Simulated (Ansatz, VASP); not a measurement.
Two plane-wave programs on Ni

```
Ni
1.0
     0.00000    1.71199    1.71199
     1.71199    0.00000    1.71199
     1.71199    1.71199    0.00000
Ni
1
Direct
  0.00000 0.00000 0.00000
```

Alike in both runs: functional LDA; k mesh 20 × 20 × 20; occupations gaussian, width 0.1 eV; collinear spin.

Ansatz relaxed the structure, and its values are those at the end. VASP's run is a single point on that final structure, the one shown.

```csv
,VASP,Ansatz
version,VASP 6.6.1,Ansatz 0.2.0
potentials or method,"VASP PAW LDA potentials, release 64 (Ni), cutoff 520 eV","scalar-relativistic, plane waves, PAW"
valence electrons in the cell,10,18
```

```csv
,VASP,Ansatz,Ansatz less VASP
gap on the k mesh at the Fermi level (eV),none,none,-
pressure (GPa),-0.2,0.0,+0.16
net moment per atom (μB),0.60,0.61,+0.014
size of the moment on the site where the two differ most (μB),0.60,0.64,+0.040
```

LDA's correlation is that of Perdew and Zunger in VASP and of Perdew and Wang (1992) in Ansatz. Site moments also hang on the region over which each program counts them. A gap of «none» marks a metal or a gap that the smearing closes. VASP's potentials hold 10 valence electrons a cell and Ansatz's 18, so a difference there can come from the potentials and not from the codes.
